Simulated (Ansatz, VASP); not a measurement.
# AlNi3 in VASP and in Ansatz

```
Al Ni
1.0
     0.00000    2.79841    2.79841
     2.79841    0.00000    2.79841
     2.79841    2.79841    0.00000
Al Ni
1 3
Cartesian
  2.7484 2.7984 2.7984
  1.3992 1.3992 1.3992
  0.0000 0.0000 0.0000
  4.1976 4.1976 4.1976
```

Change from the starting cell: all Al atoms moved -0.050 Å, as atom 1 along Cartesian [1 0 0].

Alike in both runs: task single point; functional PBEsol; k mesh 14 × 14 × 14; occupations gaussian, width 0.15 eV; no spin polarisation.

```csv
,VASP,Ansatz
version,VASP 6.6.1,Ansatz 0.2.0
potentials or method,"VASP PAW PBE potentials, release 64 (Al, Ni), cutoff 520 eV","scalar-relativistic, plane waves, PAW"
valence electrons in the cell,33,57
```

```csv
,VASP,Ansatz,Ansatz less VASP
gap on the k mesh at the Fermi level (eV),none,none,-
pressure (GPa),0.2,0.2,-0.05
"traceless stress, the component that is largest in VASP (GPa)",-0.06,-0.06,0.000
rms of the force components (eV/Å),0.157,0.156,-0.0009
```

VASP's potentials were made for PBE, not for PBEsol. Atom by atom the forces differ by 0.001 eV/Å (rms over components). A gap of «none» marks a metal or a gap that the smearing closes. The functional is the same, so the differences come from potentials, cutoffs and numerics. VASP's potentials hold 33 valence electrons a cell and Ansatz's 57, so a difference there can come from the potentials and not from the codes.
